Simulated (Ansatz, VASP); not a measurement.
Ru: VASP beside Ansatz

```
Ru
1.0
     0.03334    1.92175    1.92175
     1.92175    0.03334    1.92175
     1.92175    1.92175    0.03334
Ru
1
Direct
  0.00000 0.00000 0.00000
```

Change from the starting cell: equal engineering shear yz, xz and xy +0.0175, equal normal strain along x, y and z +0.0000.

Alike in both runs: task single point; functional PBE; k mesh 20 × 20 × 20; occupations gaussian, width 0.15 eV; no spin polarisation.

|  | VASP | Ansatz |
| --- | --- | --- |
| version | VASP 6.6.1 | Ansatz 0.2.0 |
| potentials or method | VASP PAW PBE potentials, release 64 (Ru_pv), cutoff 520 eV | scalar-relativistic, plane waves, PAW |
| valence electrons in the cell | 14 | 16 |

```csv
,VASP,Ansatz,Ansatz less VASP
gap on the k mesh at the Fermi level (eV),none,none,-
pressure (GPa),0.4,0.6,+0.20
"traceless stress, the component that is largest in VASP (GPa)",-4.20,-4.21,-0.003
```

A gap of «none» marks a metal or a gap that the smearing closes. VASP's potentials hold 14 valence electrons a cell and Ansatz's 16, so a difference there can come from the potentials and not from the codes.
